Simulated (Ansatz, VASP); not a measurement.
PbO in VASP and in Ansatz

```
CELL_PARAMETERS angstrom
4.09363 0.00000 0.00000
0.00000 4.09363 0.00000
0.00000 0.00000 4.87134
ATOMIC_POSITIONS crystal
Pb 0.00000 0.50000 0.23510
Pb 0.50000 0.00000 0.76490
O 0.00000 0.00000 0.00000
O 0.50000 0.50000 0.00000
```

Change from the starting cell: strain +0.030 along x and y, -0.030 along z, atoms carried along.

Alike in both runs: task single point; functional PBE; k mesh 8 × 8 × 6; occupations gaussian, width 0.05 eV; no spin polarisation.

```csv
,VASP,Ansatz
version,VASP 6.6.1,Ansatz 0.2.0
potentials or method,"VASP PAW PBE potentials, release 64 (Pb_d, O), cutoff 520 eV","scalar-relativistic, plane waves, PAW"
valence electrons in the cell,40,40
```

Ansatz gave:

| Item | Value |
| --- | --- |
| gap on the k mesh at the Fermi level (eV) | 1.42 |
| least direct gap on the mesh (eV) | 2.12 |
| pressure (GPa) | 1.7 |
| traceless stress, the component that is largest in VASP (GPa) | 1.15 |
| rms of the force components (eV/Å) | 0.098 |

Problem. What did VASP give for the same quantities?

Solution. gap on the k mesh at the Fermi level (eV): 1.42; least direct gap on the mesh (eV): 2.10; pressure (GPa): 1.8; traceless stress, the component that is largest in VASP (GPa): 1.12; rms of the force components (eV/Å): 0.114.

Atom by atom the forces differ by 0.016 eV/Å (rms over components).

Spin-orbit coupling is off throughout.
